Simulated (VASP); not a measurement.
Here is a VASP 6.6.1 calculation.

INCAR

```
  PREC = Accurate
  ENCUT = 520
  EDIFF = 1E-7
  ISMEAR = 0
  SIGMA = 0.1
  LREAL = F
  LASPH = T
  NELM = 60
  ALGO = Normal
  ISIF = 2
  LWAVE = F
  LCHARG = F
  GGA = PE
  NBANDS = 20
```

File KPOINTS:

```
regular mesh
0
Gamma
  16 16 6
```

POSCAR

```
TaSi3
1.0
    2.8209497972      0.0000000000      0.0000000000
    0.0000000000      2.8209497972      0.0000000000
    0.0000000000      0.0000000000      7.5822087613
Ta Si
1 3
Direct
    0.0000000000      0.0000000000      0.0000000000
    0.5000000000      0.5000000000      0.7443442624
    0.0000000000      0.0000000000      0.5000000000
    0.5000000000      0.5000000000      0.2556557376
```

Potentials or basis: VASP PAW PBE potentials, release 64 (Ta_pv, Si).

Launch:

```console
$ cat potpaw_PBE.64/Ta_pv/POTCAR potpaw_PBE.64/Si/POTCAR > POTCAR
$ mpirun -np 1 vasp_std > vasp.out
```

Task: Estimate the largest force.

Result: 0.009 eV/Å.

Task: Predict the pressure.

Result: 0.0 GPa.

Forces in eV/Å, atoms in the order of the input:
```
Ta   0.000  0.000  0.000
Si   0.000  0.000 -0.009
Si   0.000  0.000  0.000
Si   0.000  0.000  0.009
```
